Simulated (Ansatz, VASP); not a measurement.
Two plane-wave programs on Ba2Tl5V3O12

```
Ba V Tl O
1.0
    -1.96739    0.00000    5.75220
     6.48991   -6.67692   -0.04765
     6.48991    6.67692   -0.04765
Ba V Tl O
2 3 5 12
Cartesian
  6.4899 0.2782 -0.0477
  6.4899 -3.9078 -0.0477
  9.8970 1.9303 1.4040
  1.1155 1.9303 4.2529
  5.5062 -0.9938 2.8284
  7.5377 2.3899 3.6011
  3.4747 2.3899 2.0558
  5.5062 6.4756 2.8284
  2.4016 -1.2210 1.2385
  8.6108 -1.2210 4.4184
  0.8627 1.7316 2.5341
  6.4815 0.0639 3.8372
  7.0413 -3.2392 4.8045
  8.1926 1.8300 1.1215
  6.5476 -1.8120 1.7510
  0.1757 0.7388 5.0824
  4.4648 -1.8120 3.9058
  10.8367 0.7388 0.5745
  3.9711 -3.2392 0.8524
  2.8198 1.8300 4.5354
  10.1497 1.7316 3.1228
  4.5310 0.0639 1.8197
```

Alike in both runs: task single point; functional PBE; k mesh 2 × 2 × 2; occupations gaussian, width 0.1 eV; no spin polarisation.

```csv
,VASP,Ansatz
version,VASP 6.6.1,Ansatz 0.2.0
potentials or method,"VASP PAW PBE potentials, release 64 (Ba_sv, V_sv, Tl_d, O), cutoff 520 eV","scalar-relativistic, plane waves, PAW"
valence electrons in the cell,196,196
```

```csv
,VASP,Ansatz,Ansatz less VASP
gap on the k mesh at the Fermi level (eV),2.90,2.91,+0.010
least direct gap on the mesh (eV),2.94,2.95,+0.006
pressure (GPa),0.5,0.0,-0.52
"traceless stress, the component that is largest in VASP (GPa)",-0.10,-0.02,+0.088
rms of the force components (eV/Å),0.059,0.006,-0.0527
```

Atom by atom the forces differ by 0.058 eV/Å (rms over components).

The k mesh is coarse, so the values compare programs but aren't converged. Spin-orbit coupling is off throughout.
